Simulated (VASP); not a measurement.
# Si2Ni (fluorite type) (Fm-3m) in VASP: a series of runs, part 2 of 2

VASP 6.6.1. Earlier steps stand in the parts before.

**3. Single point, PBEsol (volume scaled by 0.88)**

The input, INCAR:

```
ALGO = Normal
EDIFF = 1E-7
ENCUT = 520
GGA = PS
ISIF = 2
ISMEAR = -1
LASPH = True
LCHARG = False
LREAL = False
LWAVE = False
NBANDS = 16
NELM = 60
PREC = Accurate
SIGMA = 0.05
```

The input, KPOINTS:

```
k-points
0
Gamma
  11 11 11
```

The input, POSCAR:

```
Si2Ni
1.0
    0.0000000000      2.5823747378      2.5823747378
    2.5823747378      0.0000000000      2.5823747378
    2.5823747378      2.5823747378      0.0000000000
Ni Si
1 2
Direct
    0.0000000000      0.0000000000      0.0000000000
    0.2500000000      0.2500000000      0.2500000000
    0.7500000000      0.7500000000      0.7500000000
```

Potentials or basis: VASP PAW PBE potentials, release 64 (Ni, Si).

The run is started by

```sh
$ cat potpaw_PBE.64/Ni/POTCAR potpaw_PBE.64/Si/POTCAR > POTCAR
$ mpirun -np 1 vasp_std > vasp.out
```

OUTCAR:

```text
EDIFF = 1E-7
   ENCUT = 520
   GGA = PS
   ISIF = 2
   ISMEAR = -1
   LASPH = True
   LREAL = False
   NELM = 60
   PREC = Accurate

 ion  position               nearest neighbor table
   1  0.000  0.000  0.000-   3 2.24   3 2.24   3 2.24   2 2.24   2 2.24   2 2.24   3 2.24   2 2.24

   2  0.250  0.250  0.250-   1 2.24   1 2.24   1 2.24   1 2.24   3 2.58   3 2.58   3 2.58   3 2.58
                             3 2.58   3 2.58
   3  0.750  0.750  0.750-   1 2.24   1 2.24   1 2.24   1 2.24   2 2.58   2 2.58   2 2.58   2 2.58
                             2 2.58   2 2.58

[... 645 lines left out ...]
     16      21.6383      0.00000

 [... further k-points ...]
[... 5 lines left out ...]
  --------------------------------------------------------------------------------------
  -------------------------------------------------------------------------------------
  Total        5.9305919      5.9305919      5.9305919     -0.0000000     -0.0000000      0.0000000
  in kB      275.8803912    275.8803912    275.8803912     -0.0000000     -0.0000000      0.0000000
  external PRESSURE =     275.8803912 kB  Pullay stress =       0.0000000 kB

 VOLUME and BASIS-vectors are now :
 -----------------------------------------------------------------------------
  energy-cutoff  :      520.00
  volume of cell :       34.44
      direct lattice vectors                 reciprocal lattice vectors
     0.000000000  2.582374738  2.582374738    -0.193620234  0.193620234  0.193620234
     2.582374738  0.000000000  2.582374738     0.193620234 -0.193620234  0.193620234
     2.582374738  2.582374738  0.000000000     0.193620234  0.193620234 -0.193620234

 POSITION                                       TOTAL-FORCE (eV/Angst)
 -----------------------------------------------------------------------------------
      0.00000      0.00000      0.00000         0.000000     -0.000000      0.000000
      1.29119      1.29119      1.29119        -0.000000     -0.000000     -0.000000
      3.87356      3.87356      3.87356         0.000000      0.000000      0.000000
 -----------------------------------------------------------------------------------
    total drift:                               -0.000000     -0.000000      0.000000

  FREE ENERGIE OF THE ION-ELECTRON SYSTEM (eV)
  ---------------------------------------------------
  free  energy   TOTEN  =       -18.6233214191 eV

  energy  without entropy=      -18.6157410373  energy(sigma->0) =      -18.61953123
```

OSZICAR:

```text
N       E                     dE             d eps       ncg     rms          rms(c)
DAV:   1     0.631556368570E+02    0.63156E+02   -0.78219E+03  1808   0.119E+03
DAV:   2    -0.177315104345E+02   -0.80887E+02   -0.74301E+02  2000   0.219E+02
DAV:   3    -0.210198064481E+02   -0.32883E+01   -0.32507E+01  2304   0.479E+01
DAV:   4    -0.210685214975E+02   -0.48715E-01   -0.48696E-01  2120   0.561E+00
DAV:   5    -0.210697338881E+02   -0.12124E-02   -0.12124E-02  2248   0.915E-01    0.188E+01
DAV:   6    -0.246127000351E+02   -0.35430E+01   -0.40340E+01  1904   0.152E+02    0.228E+01
DAV:   7    -0.187137515705E+02    0.58989E+01   -0.12214E+01  2232   0.963E+01    0.379E+00
DAV:   8    -0.186904868790E+02    0.23265E-01   -0.13242E+00  2568   0.167E+01    0.294E+00
DAV:   9    -0.186244605910E+02    0.66026E-01   -0.22957E-01  2160   0.101E+01    0.579E-01
DAV:  10    -0.186233502936E+02    0.11103E-02   -0.89534E-03  2512   0.175E+00    0.245E-01
DAV:  11    -0.186233125944E+02    0.37699E-04   -0.59282E-04  2432   0.201E-01    0.510E-02
DAV:  12    -0.186233244639E+02   -0.11869E-04   -0.29519E-05  2488   0.943E-02    0.162E-02
DAV:  13    -0.186233215496E+02    0.29143E-05   -0.59972E-06  2376   0.625E-02    0.418E-03
DAV:  14    -0.186233214433E+02    0.10632E-06   -0.79232E-07  2688   0.113E-02    0.248E-03
DAV:  15    -0.186233214191E+02    0.24148E-07   -0.11134E-07  1192   0.852E-03
   1 F= -.18623321E+02 E0= -.18619531E+02  d E =-.758038E-02
```

stdout:

```text
POSCAR found type information on POSCAR NiSi
 POSCAR found :  2 types and       3 ions
 scaLAPACK will be used
 -----------------------------------------------------------------------------
|                                                                             |
|                                                                             |
|     You enforced a specific xc type in the INCAR file but a different       |
|     I HOPE YOU KNOW WHAT YOU ARE DOING!                                     |
|                                                                             |
 -----------------------------------------------------------------------------

 LDA part: xc-table for (Slater+PW92), standard interpolation
 POSCAR, INCAR and KPOINTS ok, starting setup
 FFT: planning ... GRIDC
 FFT: planning ... GRID_SOFT
 FFT: planning ... GRID
 WAVECAR not read
 entering main loop
```

Run time: 57 s. Hardware: 1 thread of Intel Xeon 8259CL, shared host; peak memory 0.17 GiB.

What came out:

* Free energy: -18.6233 eV
* Pressure: 27.6 GPa
* Band gap on the k mesh: zero (band 9 reaches 14.42 eV, above the bottom of band 10 at 12.31 eV)

Caveat: the PAW data sets were made with another functional, which shifts forces and pressure a little. Spin polarisation is off, so any magnetic state and its effect on volume and gap are missing.
